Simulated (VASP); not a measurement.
Runs of VASP 6.6.1 on HfN. The structure is that of space group I4/mmm (No. 139), or close to it. The cells are those of the table. 

```tsv
cell	gap on the mesh (eV)	pressure (GPa)
a = 3.110, b = 3.110, c = 3.688 Å, angles 53.6, 53.6, 72.7°, 2 atoms	none	122.2
a = 3.106, b = 3.106, c = 3.586 Å, angles 54.7, 54.7, 70.5°, 2 atoms	none	(c)
a = 3.156, b = 3.156, c = 3.285 Å, angles 58.6, 58.6, 62.7°, 2 atoms	none	-0.5
a = 3.112, b = 3.112, c = 3.471 Å, angles 56.1, 56.1, 67.8°, 2 atoms	none	42.8
a = 3.130, b = 3.130, c = 3.373 Å, angles 57.4, 57.4, 65.2°, 2 atoms	none	14.1
a = 3.395, b = 3.395, c = 2.927 Å, angles 64.5, 64.5, 51.1°, 2 atoms	none	(a)
a = 3.558, b = 3.558, c = 2.791 Å, angles 66.9, 66.9, 46.2°, 2 atoms	none	82.5
a = 3.174, b = 3.174, c = 3.238 Å, angles 59.3, 59.3, 61.3°, 2 atoms	none	(b)
a = 3.321, b = 3.321, c = 3.006 Å, angles 63.1, 63.1, 53.8°, 2 atoms	none	15.5
a = 3.486, b = 3.486, c = 2.846 Å, angles 65.9, 65.9, 48.2°, 2 atoms	none	60.9
a = 3.253, b = 3.253, c = 3.095 Å, angles 61.6, 61.6, 56.8°, 2 atoms	none	0.5
```

Alike in all rows: task single point; level PBEsol; potentials or basis VASP PAW PBE potentials, release 64 (Hf_pv, N); no spin polarisation; k mesh 20 × 20 × 20; cutoff (eV) 520; smearing gaussian 0.15 eV.

Task: Fill in the values left out.

Result: (a) 35.0; (b) -4.1; (c) 88.3.

Caveats: the PAW data sets were made with another functional, which shifts forces and pressure a little; spin-orbit coupling is left out, which moves the levels of the heavy elements.

A k mesh can miss the band edges, and the runs leave out spin-orbit coupling on Hf.

A gap of «none» marks levels without a gap at the run's occupations.
